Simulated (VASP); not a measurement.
Runs of VASP 6.6.1 on Ta. The structure is that of space group I4/mmm (No. 139), or close to it. The cells are those of the table. 

```csv
cell,gap on the mesh (eV),pressure (GPa)
"a = 2.857 Å, angles 105.4, 105.4, 118.0°, 1 atom",none,3.0
"a = 2.911 Å, angles 101.5, 101.5, 126.9°, 1 atom",none,8.7
"a = 2.878 Å, angles 103.5, 103.5, 122.2°, 1 atom",none,5.9
"a = 2.863 Å, angles 114.7, 114.7, 99.4°, 1 atom",none,(a)
```

Alike in all rows: task single point; level PBEsol; potentials or basis VASP PAW PBE potentials, release 64 (Ta_pv); no spin polarisation; k mesh 28 × 28 × 28; cutoff (eV) 520; smearing gaussian 0.15 eV.

Problem. Estimate the missing entries.

Solution. (a) 3.2.

Caveats: the PAW data sets were made with another functional, which shifts forces and pressure a little; spin-orbit coupling is left out, which moves the levels of the heavy elements; the stress differs along the axes, from -2 to 12 GPa (at least some runs); the stress differs along the axes, from 1 to 24 GPa (at least some runs); the stress differs along the axes, from -4 to 25 GPa (at least some runs); the stress differs along the axes, from -8 to 9 GPa (at least some runs).

A k mesh can miss the band edges, and the runs leave out spin-orbit coupling on Ta.

A gap of «none» marks levels without a gap at the run's occupations.
